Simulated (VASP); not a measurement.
Input of a VASP 6.6.1 run:

Contents of INCAR:

```
ALGO = Normal ; EDIFF = 1E-6
ENCUT = 520 ; GGA = PS
GGA_COMPAT = False ; ISIF = 2
ISMEAR = 0 ; LASPH = True
LCHARG = False ; LMAXMIX = 4
LORBIT = 11 ; LORBMOM = True
LREAL = False ; LSORBIT = True
LWAVE = False ; MAGMOM = 0 0 0 0 0 0 0 0 0 0 0 0
NBANDS = 60 ; NELM = 150
PREC = Accurate ; SIGMA = 0.1
```

KPOINTS

```
k-points
0
Gamma
  10 10 3
```

File POSCAR:

```
InAg3
1.0
    3.0855157900      0.0000000000      0.0000000000
   -1.5427579000      2.6721350600      0.0000000000
    0.0000000000      0.0000000000      9.4732590000
In Ag
1 3
Direct
    0.0000000000      0.0000000000      0.0000000000
    0.0000000000      0.0000000000      0.5000000000
    0.3333333333      0.6666666667      0.2531950000
    0.3333333333      0.6666666667      0.7468050000
```

Potentials or basis: VASP PAW PBE potentials, release 64 (In_d, Ag).

The run is started by

```console
$ cat potpaw_PBE.64/In_d/POTCAR potpaw_PBE.64/Ag/POTCAR > POTCAR
$ mpirun -np 1 vasp_ncl > vasp.out
```

Question: What does it give for the net moment?

Answer: 0.00 μB per cell.

Question: Estimate the largest force.

Answer: 0.184 eV/Å.

Forces in eV/Å, atoms in the order of the input:
```
In   0.000  0.000  0.000
Ag   0.000  0.000  0.000
Ag   0.000  0.000  0.184
Ag   0.000  0.000 -0.184
```

Caveat: the PAW data sets were made with another functional, which shifts forces and pressure a little.
